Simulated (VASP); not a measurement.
# Ti (Fm-3m) in VASP: a series of runs

Runs on Ti. Level: r2SCAN. Tasks: relaxation of cell and atoms, single point.

All numbers are computed with VASP 6.6.1; they aren't measurements. Logs are shortened: lines on timing, memory, paths and dates and some standing lists are left out, and cuts for length are marked.

### 1 The cell of the first run

It takes space group Fm-3m (No. 225, cubic). The conventional cell has a = 4.130 Å, b = 4.130 Å, c = 4.130 Å, α = 90.00°, β = 90.00°, γ = 90.00°. Ti (site symmetry m-3m) has 12 Ti at 2.92 Å within 3.8 Å.

This isn't the form of Ti at room conditions, which is hcp.

### 2 Relaxation of cell and atoms, r2SCAN, target pressure 60 GPa, at which the enthalpy is minimised

The input, POSCAR:

```
Ti
1.0
    0.0000000000      2.0650000000      2.0650000000
    2.0650000000      0.0000000000      2.0650000000
    2.0650000000      2.0650000000      0.0000000000
Ti
1
Direct
    0.0000000000      0.0000000000      0.0000000000
```

The input, INCAR.step1:

```
SYSTEM = Ti
ALGO = Normal
EDIFF = 1E-5
EDIFFG = -0.005
ENCUT = 550
GGA = PE
GGA_COMPAT = .FALSE.
IBRION = 2
ISIF = 3
ISMEAR = -1
LASPH = .TRUE.
LCHARG = .FALSE.
LREAL = .FALSE.
LWAVE = .TRUE.
NELM = 120
NELMIN = 4
NSW = 100
PREC = Accurate
SIGMA = 0.1
```

The input, INCAR.step2:

```
SYSTEM = Ti
ALGO = Normal
EDIFF = 1E-7
EDIFFG = -0.02
ENCUT = 550
GGA_COMPAT = .FALSE.
IBRION = 2
ISIF = 3
ISMEAR = -1
ISTART = 1
LASPH = .TRUE.
LCHARG = .FALSE.
LMIXTAU = .TRUE.
LREAL = .FALSE.
LWAVE = .FALSE.
METAGGA = R2SCAN
NELM = 120
NELMIN = 4
NSW = 80
PREC = Accurate
PSTRESS = 600.0
SIGMA = 0.1
```

The input, KPOINTS:

```
k-points
0
G
  19 19 19
  0 0 0
```

Potentials or basis: VASP PAW PBE potentials, release 64 (Ti_sv).

Run with:

```sh
$ cat potpaw_PBE.64/Ti_sv/POTCAR > POTCAR
$ cp INCAR.step1 INCAR
$ mpirun -np 1 vasp_std > vasp.out
$ cp INCAR.step2 INCAR
$ mpirun -np 1 vasp_std > vasp.out
```

OUTCAR:

```text
SYSTEM = Ti
   EDIFF = 1E-7
   EDIFFG = -0.02
   ENCUT = 550
   IBRION = 2
   ISIF = 3
   ISMEAR = -1
   ISTART = 1
   LASPH = .TRUE.
   LREAL = .FALSE.
   METAGGA = R2SCAN
   NELM = 120
   NELMIN = 4
   NSW = 80
   PREC = Accurate
   PSTRESS = 600.0

 ion  position               nearest neighbor table
   1  0.000  0.000  0.000-

  LATTYP: Found a face centered cubic cell.
 ALAT       =     4.1300000000

  Lattice vectors:

 A1 = (   0.0000000000,   2.0650000000,   2.0650000000)
 A2 = (   2.0650000000,   0.0000000000,   2.0650000000)
 A3 = (   2.0650000000,   2.0650000000,   0.0000000000)

Analysis of symmetry for initial positions (statically):
=====================================================================
 Subroutine PRICEL returns:
 Original cell was already a primitive cell.

 Routine SETGRP: Setting up the symmetry group for a
 face centered cubic supercell.

 Subroutine GETGRP returns: Found 48 space group operations
 (whereof 48 operations were pure point group operations)
 out of a pool of 48 trial point group operations.

The static configuration has the point symmetry O_h .

Analysis of symmetry for dynamics (positions and initial velocities):
=====================================================================
 Subroutine PRICEL returns:
 Original cell was already a primitive cell.

 Routine SETGRP: Setting up the symmetry group for a
 face centered cubic supercell.

 Subroutine GETGRP returns: Found 48 space group operations
 (whereof 48 operations were pure point group operations)
 out of a pool of 48 trial point group operations.

The dynamic configuration has the point symmetry O_h .

 Subroutine INISYM returns: Found 48 space group operations
 (whereof 48 operations are pure point group operations),
 and found     1 'primitive' translations

----------------------------------------------------------------------------------------

                                     Primitive cell

  volume of cell :      17.6112

  direct lattice vectors                    reciprocal lattice vectors
     0.000000000  2.065000000  2.065000000    -0.242130751  0.242130751  0.242130751
     2.065000000  0.000000000  2.065000000     0.242130751 -0.242130751  0.242130751
     2.065000000  2.065000000  0.000000000     0.242130751  0.242130751 -0.242130751

  length of vectors
     2.920351006  2.920351006  2.920351006     0.419382762  0.419382762  0.419382762

  position of ions in fractional coordinates (direct lattice)
     0.000000000  0.000000000  0.000000000

  ion indices of the primitive-cell ions
   primitive index   ion index
                 1           1

----------------------------------------------------------------------------------------

 KPOINTS: k-points

Automatic generation of k-mesh.
 Grid dimensions read from file:
 generate k-points for:   19   19   19

 Generating k-lattice:

  Cartesian coordinates                     Fractional coordinates (reciprocal lattice)
    -0.012743724  0.012743724  0.012743724     0.052631579  0.000000000  0.000000000
     0.012743724 -0.012743724  0.012743724     0.000000000  0.052631579  0.000000000
     0.012743724  0.012743724 -0.012743724     0.000000000  0.000000000  0.052631579

  Length of vectors
     0.022072777  0.022072777  0.022072777

  Shift w.r.t. Gamma in fractional coordinates (k-lattice)
     0.000000000  0.000000000  0.000000000

 Subroutine IBZKPT returns following result:
 ===========================================

 Found    220 irreducible k-points:

 Following reciprocal coordinates:
            Coordinates               Weight
  0.000000  0.000000  0.000000      1.000000
  0.052632  0.000000  0.000000      8.000000
  0.105263  0.000000  0.000000      8.000000
  0.157895  0.000000  0.000000      8.000000
  0.210526  0.000000  0.000000      8.000000
  0.263158  0.000000  0.000000      8.000000
[... 16 lines left out ...]
 -0.315789  0.052632  0.000000     24.000000
 -0.263158  0.052632  0.000000     24.000000
 [... further k-points ...]
   k-points           NKPTS =    220   k-points in BZ     NKDIM =    220   number of bands    NBANDS=     10
   number of dos      NEDOS =    301   number of ions     NIONS =      1
   total plane-waves  NPLWV =  13824
   dimension x,y,z NGX =    24 NGY =   24 NGZ =   24
   dimension x,y,z NGXF=    48 NGYF=   48 NGZF=   48
   ions per type =               1
   NGX,Y,Z   is equivalent  to a cutoff of  13.66, 13.66, 13.66 a.u.
   NGXF,Y,Z  is equivalent  to a cutoff of  27.32, 27.32, 27.32 a.u.
 SYSTEM =  Ti
   PREC   = accura    normal or accurate (medium, high low for compatibility)
   ISTART =      1    job   : 0-new  1-cont  2-samecut
   ICHARG =      0    charge: 1-file 2-atom 10-const
   ISPIN  =      1    spin polarized calculation?
   LNONCOLLINEAR =      F non collinear calculations
   LSORBIT =      F    spin-orbit coupling
   LASPH  =      T    aspherical Exc in radial PAW
   ENCUT  =  550.0 eV  40.42 Ry    6.36 a.u.   5.58  5.58  5.58*2*pi/ulx,y,z
   NELM   =    120;   NELMIN=  4; NELMDL=  0     # of ELM steps
   EDIFF  = 0.1E-06   stopping-criterion for ELM
   LREAL  =      F    real-space projection
   EDIFFG = -.2E-01   stopping-criterion for IOM
   NSW    =     80    number of steps for IOM
   IBRION =      2    ionic relax: 0-MD 1-quasi-New 2-CG
   NFREE  =      1    steps in history (QN), initial steepest desc. (CG)
   ISIF   =      3    stress and relaxation
   ISYM   =      2    0-nonsym 1-usesym 2-fastsym
   POTIM  = 0.5000    time-step for ionic-motion
   TEBEG  =    0.0;   TEEND  =   0.0 temperature during run
   PSTRESS=  600.0 pullay stress
   NELECT =      12.0000    total number of electrons
   NUPDOWN=      -1.0000    fix difference up-down
   EMIN   =  10.00;   EMAX   =-10.00  energy-range for DOS
   EFERMI =   0.00;   METHOD = LEGACY
   ISMEAR =    -1;   SIGMA  =   0.10  broadening in eV -4-tet -1-fermi 0-gaus
   EFERMI_NEDOS =   21; number of points for ismear=-14 and -15
   IALGO  =     38    algorithm
   IMIX   =      4    mixing-type and parameters
     AMIX     =   0.40;   BMIX     =  1.00
     AMIX_MAG =   1.60;   BMIX_MAG =  1.00
  volume/ion in A,a.u.               =      17.61       118.85
  Fermi-wavevector in a.u.,A,eV,Ry     =   1.440584  2.722309 28.235921  2.075282
  Thomas-Fermi vector in A             =   2.559312
   LORBIT       =      0    0 simple, 1 ext, 2 COOP (PROOUT), +10 PAW based schemes
   METAGGA = R2SCAN    functional components
   LHFCALC =     F    Hartree Fock is set to
   AEXX    =    0.0000 exact exchange contribution
   IVDW    =     0    specifies the selected vdW correction
   LEPSILON=     F    determine dielectric tensor
   LRPA    =     F    only Hartree local field effects (RPA)
 conjugate gradient relaxation of ions
 non-spin polarized calculation
  energy-cutoff  :      550.00
  volume of cell :       17.61
 maximum number of plane-waves:       534
   NGX = 11   NGY = 11   NGZ = 11

--------------------------------------- Ionic step        1  -------------------------------------------

 number of electron      12.0000000 magnetization

 Free energy of the ion-electron system (eV)
  ---------------------------------------------------
  ext. energy  EPLUGINS =         0.00000000
  ---------------------------------------------------
  free energy    TOTEN  =       -12.90511279 eV

  energy without entropy =      -12.85307188  energy(sigma->0) =      -12.87909233

 E-fermi :   8.0861     XC(G=0): -12.3412

 val. band max:        8.0816549434   @ k =  -0.3158   0.4211   0.1579
 cond. band min:       8.0875263319   @ k =  -0.1579   0.1579   0.0000
 fundamental gap:      0.0058713885
 Fermi energy:         8.0861476542

 k-point     1 :       0.0000    0.0000    0.0000
  band No.  band energies     occupation
      1     -50.9854      2.00000
      2     -25.8041      2.00000
      3     -25.8041      2.00000
      4     -25.8041      2.00000
      5       1.6438      2.00000
      6       9.0771      0.00010
      7       9.0771      0.00010
      8       9.0771      0.00010
      9      10.8506      0.00000
     10      10.8506      0.00000

 k-point     2 :       0.0526    0.0000    0.0000
  band No.  band energies     occupation
      1     -50.9821      2.00000
      2     -25.8228      2.00000
      3     -25.8064      2.00000
      4     -25.8064      2.00000
      5       1.7360      2.00000
      6       9.0167      0.00018
      7       9.1105      0.00007
      8       9.1105      0.00007
      9      10.8281      0.00000
     10      10.8281      0.00000
[... 425 lines left out ...]
  FREE ENERGIE OF THE ION-ELECTRON SYSTEM (eV)
  ---------------------------------------------------
  free  energy   TOTEN  =       -12.3052254150 eV

  energy  without entropy=      -12.2688739925  energy(sigma->0) =      -12.28704970

  enthalpy is  TOTEN    =        -7.4501437148 eV   P V=        4.8550817002

--------------------------------------- Ionic step        5  -------------------------------------------

 number of electron      12.0000001 magnetization

 Free energy of the ion-electron system (eV)
  ---------------------------------------------------
  ext. energy  EPLUGINS =         0.00000000
  ---------------------------------------------------
  free energy    TOTEN  =       -12.17432467 eV

  energy without entropy =      -12.13965049  energy(sigma->0) =      -12.15698758

 E-fermi :  12.1952     XC(G=0): -14.1684

 val. band max:       12.1831921718   @ k =   0.2632   0.0000   0.0000
 cond. band min:      12.2091327160   @ k =  -0.3684   0.3684   0.1579
 fundamental gap:      0.0259405442
 Fermi energy:        12.1952044645

 k-point     1 :       0.0000    0.0000    0.0000
  band No.  band energies     occupation
      1     -46.4668      2.00000
      2     -20.6168      2.00000
      3     -20.6168      2.00000
      4     -20.6168      2.00000
      5       5.2817      2.00000
      6      13.3027      0.00003
      7      13.3027      0.00003
      8      13.3027      0.00003
      9      15.9774      0.00000
     10      15.9774      0.00000

 k-point     2 :       0.0526    0.0000    0.0000
  band No.  band energies     occupation
      1     -46.4551      2.00000
      2     -20.6713      2.00000
      3     -20.6229      2.00000
      4     -20.6229      2.00000
      5       5.4105      2.00000
      6      13.2079      0.00008
      7      13.3540      0.00002
      8      13.3540      0.00002
      9      15.9370      0.00000
     10      15.9370      0.00000
[... 308 lines left out ...]
 POSITION                                       TOTAL-FORCE (eV/Angst)
 -----------------------------------------------------------------------------------
      0.00000      0.00000      0.00000         0.000000      0.000000      0.000000
 -----------------------------------------------------------------------------------
    total drift:                               -0.000000      0.000000      0.000000

  FREE ENERGIE OF THE ION-ELECTRON SYSTEM (eV)
  ---------------------------------------------------
  free  energy   TOTEN  =       -12.1743246666 eV

  energy  without entropy=      -12.1396504906  energy(sigma->0) =      -12.15698758

  enthalpy is  TOTEN    =        -7.4591178452 eV   P V=        4.7152068213

 reached required accuracy - stopping structural energy minimisation
```

Run time: 11 min. Hardware: 1 thread of Intel Xeon Platinum 8488C (Sapphire Rapids), shared host; peak memory 0.2 GiB.

Results:

* Free energy: -12.1743 eV
* Relaxed volume: 12.59 Å³/atom
* Relaxed cell: a = 2.611 Å, b = 2.611 Å, c = 2.611 Å, α = 60.00°, β = 60.00°, γ = 60.00°
* Space group after relaxing (to 0.1 Å): Fm-3m (No. 225)
* Energy change on relaxing (the run minimises the enthalpy): +730.8 meV/atom
* Ionic steps: 5
* Pressure after relaxing: 60.0 GPa
* Band gap on the k mesh: zero (bands 6 and 7 overlap by 1.72 eV)

The path:
| step | energy change (eV) | largest force (eV/Å) | pressure (GPa) | volume (Å³) |
| --- | --- | --- | --- | --- |
| 1 | 0.0000 | 0.0000 | -0.94 | 17.61 |
| 2 | 12.4485 | 0.0000 | 827.91 | 5.46 |
| 3 | 0.4307 | 0.0000 | 41.94 | 13.54 |
| 4 | 0.5999 | 0.0000 | 52.37 | 12.96 |
| 5 | 0.7308 | 0.0000 | 60.03 | 12.59 |

Final structure:
```
Ti
1.0
     0.00000    1.84647    1.84647
     1.84647    0.00000    1.84647
     1.84647    1.84647    0.00000
Ti
1
Direct
  0.00000 0.00000 0.00000
```

Levels at points of the mesh, in eV from the Fermi level:
```
           k point  band 2  band 3  band 4  band 5  band 6  band 7  band 8  band 9  band 10
(0.00, 0.00, 0.00)  -32.81  -32.81  -32.81   -6.91    1.11    1.11    1.11    3.78     3.78
```

Caveat: the cell is relaxed towards a set pressure, so the run minimises the enthalpy, not the energy; the volume moved by over 15 % at a fixed basis, so the end points are rough; the PAW data sets were made with another functional, which shifts forces and pressure a little.

### 3 Single point, r2SCAN

This run uses another cell than the first one, of 12.55 Å³/atom.

The input, POSCAR:

```
Ti
1.0
    0.0000000000      1.8443522269      1.8443522269
    1.8443522269      0.0000000000      1.8443522269
    1.8443522269      1.8443522269      0.0000000000
Ti
1
Direct
    0.0000000000      0.0000000000      0.0000000000
```

The input, INCAR.step1:

```
SYSTEM = Ti
PREC = Accurate
ENCUT = 550
ISMEAR = -1
SIGMA = 0.1
LREAL = .FALSE.
LASPH = .TRUE.
NELM = 120
NBANDS = 12
GGA = PE
ALGO = Normal
EDIFF = 1E-5
LWAVE = .TRUE.
LCHARG = .FALSE.
GGA_COMPAT = .FALSE.
```

The input, INCAR.step2:

```
SYSTEM = Ti
PREC = Accurate
ENCUT = 550
EDIFF = 1E-6
ISMEAR = -1
SIGMA = 0.1
LREAL = .FALSE.
LASPH = .TRUE.
NELM = 120
ALGO = Normal
ISIF = 2
LWAVE = .FALSE.
LCHARG = .FALSE.
METAGGA = R2SCAN
LMIXTAU = .TRUE.
NBANDS = 12
ISTART = 1
GGA_COMPAT = .FALSE.
```

The input, KPOINTS:

```
Automatic mesh
0
G
  19 19 19
  0 0 0
```

Potentials or basis: VASP PAW PBE potentials, release 64 (Ti_sv).

Run with:

```sh
$ cat potpaw_PBE.64/Ti_sv/POTCAR > POTCAR
$ cp INCAR.step1 INCAR
$ mpirun -np 1 vasp_std > vasp.out
$ cp INCAR.step2 INCAR
$ mpirun -np 1 vasp_std > vasp.out
```

Run time: 1.7 min. Hardware: 1 thread of AMD EPYC 7R13 (Zen 3), shared host; peak memory 0.12 GiB.

Results (log left out):

- Free energy: -12.1556 eV
- Pressure: 61.1 GPa
- Band gap on the k mesh: zero (bands 6 and 7 overlap by 1.72 eV)

Levels at points of the mesh, in eV from the Fermi level:
| k point | band 2 | band 3 | band 4 | band 5 | band 6 | band 7 | band 8 | band 9 | band 10 | band 11 |
| --- | --- | --- | --- | --- | --- | --- | --- | --- | --- | --- |
| (0.00, 0.00, 0.00) | -32.80 | -32.80 | -32.80 | -6.92 | 1.11 | 1.11 | 1.11 | 3.79 | 3.79 | 17.54 |

Caveat: the cell stands under pressure; the PAW data sets were made with another functional, which shifts forces and pressure a little.

(Continued in part 2 of 2.)
